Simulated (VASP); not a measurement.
## ZrCrC5: single point with PBE

Crystal: ZrCrC5.

```
Zr Cr C
1.0
     2.52983   -2.77258    0.00000
     2.52983    2.77258    0.00000
     0.00000    0.00000    4.51363
Zr Cr C
1 1 5
Direct
  0.00000 0.00000 0.09950
  0.50000 0.50000 0.30795
  0.27473 0.72527 0.66739
  0.72527 0.27473 0.66739
  0.50000 0.50000 0.88808
  0.50000 0.00000 0.49337
  0.00000 0.50000 0.49337
```

```yaml
Program: VASP 6.6.1
Task: single point
Functional: PBE
Potentials_or_basis: VASP PAW PBE potentials, release 64 (Zr_sv, Cr_pv, C)
Cutoff: 520 eV
k_mesh: 8 × 8 × 8
Occupations: gaussian, width 0.1 eV
Spin: no spin polarisation
```

```yaml
Pressure: 0.3 GPa
Largest_force: 0.049 eV/Å
Band_gap_on_the_k_mesh: zero (band 22 reaches 10.54 eV, above the bottom of band 23 at 9.73 eV)
```

Forces in eV/Å, atoms in the order of the input:
```
Zr   0.000  0.000  0.003
Cr   0.000  0.000 -0.049
C    0.000  0.013  0.031
C    0.000 -0.013  0.031
C    0.000  0.000  0.021
C    0.000  0.000 -0.018
C    0.000  0.000 -0.018
```

Stress tensor (GPa, compression positive):
```
0.40 0.00 0.00
0.00 0.21 0.00
0.00 0.00 0.34
```

Levels at points of the mesh, in eV from the Fermi level:
```tsv
k point	band 19	band 20	band 21	band 22	band 23	band 24	band 25	band 26
(0.00, 0.00, 0.00)	-3.00	-2.51	-2.05	-0.64	0.09	0.33	0.53	2.25
(0.50, 0.00, 0.00)	-3.14	-2.88	-0.67	-0.59	0.73	1.10	1.41	2.10
(0.50, 0.50, 0.00)	-2.48	-1.87	-1.51	-1.05	0.49	1.20	1.62	2.42
(0.00, 0.00, 0.50)	-2.84	-1.44	-1.18	0.32	0.69	1.36	1.88	2.42
(0.50, 0.00, 0.50)	-2.71	-2.01	-1.54	-0.04	0.48	1.15	2.05	2.47
(0.50, 0.50, 0.50)	-2.71	-2.16	-1.42	-0.43	-0.39	0.26	0.73	2.34
```

It took 120 s on 1 thread of AMD EPYC 9R45 96-Core Processor (Zen 5), on a shared host, peak memory 0.28 GiB.

Spin polarisation is off, so any magnetic state and its effect on volume and gap are missing.
